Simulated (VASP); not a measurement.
The system is TaHO2.

```
Ta H O
1.0
     3.00425    0.00000    0.00000
    -1.50212    2.60175    0.00000
     0.00000    0.00000    4.78258
Ta H O
1 1 2
Direct
  0.33333 0.66667 0.00000
  0.66667 0.33333 0.50000
  0.00000 0.00000 0.27000
  0.00000 0.00000 0.73000
```

| Quantity | Value |
| --- | --- |
| Program | VASP 6.6.1 |
| Task | relaxation of cell and atoms |
| Functional | PBE |
| Potentials or basis | VASP PAW PBE potentials, release 64 (Ta_sv_GW, H, O) |
| Cutoff | 700 eV |
| k mesh | 6 × 6 × 4 |
| Occupations | gaussian, width 0.1 eV |
| Spin | no spin polarisation |

At the start: pressure -5.9 GPa; volume 9.35 Å³/atom.

**Question.** Where does the relaxation end?

**Answer.** Over 10 steps the energy falls by 163.1 meV/atom and the volume is 10.36 Å³/atom (+10.8 %); space group P-6m2 (No. 187, to 0.1 Å) before and after.

The path:
```tsv
step	energy change (eV)	largest force (eV/Å)	pressure (GPa)	volume (Å³)
1	0.0000	2.3551	-5.90	37.38
2	-0.3544	0.8175	21.65	35.47
3	-0.3904	0.0780	13.94	35.90
4	-0.6070	0.4887	0.07	39.03
5	-0.6100	0.6035	-1.50	39.49
6	-0.6365	0.1437	2.07	39.80
7	-0.6387	0.0349	3.44	39.92
8	-0.6515	0.0263	0.22	41.23
9	-0.6515	0.0266	0.06	41.30
10	-0.6523	0.0356	-0.29	41.43
```

Final structure:
```cif
data_structure
_symmetry_space_group_name_H-M 'P 1'
_symmetry_Int_Tables_number 1
_cell_length_a 2.9415
_cell_length_b 2.9415
_cell_length_c 5.5292
_cell_angle_alpha 90.000
_cell_angle_beta 90.000
_cell_angle_gamma 120.000
_cell_volume 41.43
loop_
_atom_site_label
_atom_site_type_symbol
_atom_site_fract_x
_atom_site_fract_y
_atom_site_fract_z
_atom_site_occupancy
Ta1 Ta 0.33333 0.66667 0.00000 1
H1 H 0.66667 0.33333 0.50000 1
O1 O 0.00000 0.00000 0.22435 1
O2 O 0.00000 0.00000 0.77565 1
```

Caveat: the k points lie up to 0.41 Å⁻¹ apart in the final cell, too coarse for converged energies and pressures of a metal; a cell axis changed by over 15 % at a fixed basis, so the end point is rough.
